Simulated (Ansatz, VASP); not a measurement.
Two plane-wave programs on GaP

```xyz
2
Lattice="0.0000 2.7229 2.7229 2.7229 0.0000 2.7229 2.7229 2.7229 0.0000" Properties=species:S:1:pos:R:3 pbc="T T T"
Ga    0.0000    0.0000    0.0000
P     1.3615    1.3615    1.3615
```

Alike in both runs: functional PBE; dispersion D3(BJ); k mesh 8 × 8 × 8; occupations gaussian, width 0.02 eV; no spin polarisation.

Ansatz relaxed the structure, and its values are those at the end. VASP's run is a single point on that final structure, the one shown.

|  | VASP | Ansatz |
| --- | --- | --- |
| version | VASP 6.6.1 | Ansatz 0.2.0 |
| potentials or method | VASP PAW PBE potentials, release 64 (Ga_d, P), cutoff 500 eV | scalar-relativistic, plane waves, PAW |
| valence electrons in the cell | 18 | 18 |

|  | VASP | Ansatz | Ansatz less VASP |
| --- | --- | --- | --- |
| gap on the k mesh at the Fermi level (eV) | 1.64 | 1.64 | 0.000 |
| least direct gap on the mesh (eV) | 1.85 | 1.85 | +0.002 |
| pressure (GPa) | -0.1 | 0.0 | +0.09 |
